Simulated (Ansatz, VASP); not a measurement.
**Two plane-wave programs on Na2H3**

```
Na H
1.0
     3.54340    0.00000    0.00000
     0.00000    3.54340    0.00000
     0.00000    0.00000    7.08426
Na H
2 3
Direct
  0.00000 0.00000 0.71360
  0.00000 0.00000 0.28640
  0.50000 0.00000 0.50003
  0.00000 0.50000 0.49997
  0.00000 0.00000 0.00000
```

Change from the starting cell: ordered vacancies on the anion sites of rhenium trioxide (P-4m2, No. 115).

Alike in both runs: task relaxation of cell and atoms; functional PBE; k mesh 10 × 10 × 6; occupations gaussian, width 0.1 eV; no spin polarisation.

```csv
,VASP,Ansatz
version,VASP 6.6.1,Ansatz 0.2.0
potentials or method,"VASP PAW PBE potentials, release 64 (Na_pv, H), cutoff 600 eV","scalar-relativistic, plane waves, PAW"
valence electrons in the cell,17,21
```

```tsv
	VASP	Ansatz	Ansatz less VASP
gap on the k mesh at the Fermi level, each at its own relaxed structure (eV)	none	none	-
relaxed volume (Å³/atom)	17.79	17.79	0.000
relaxed cell length with the largest relative difference (Å)	3.543	3.543	0.0000
```

A gap of «none» marks a metal or a gap that the smearing closes. VASP's potentials hold 17 valence electrons a cell and Ansatz's 21, so a difference there can come from the potentials and not from the codes.

Noted on VASP's run: the relaxation stopped at its first step, so nothing moved.
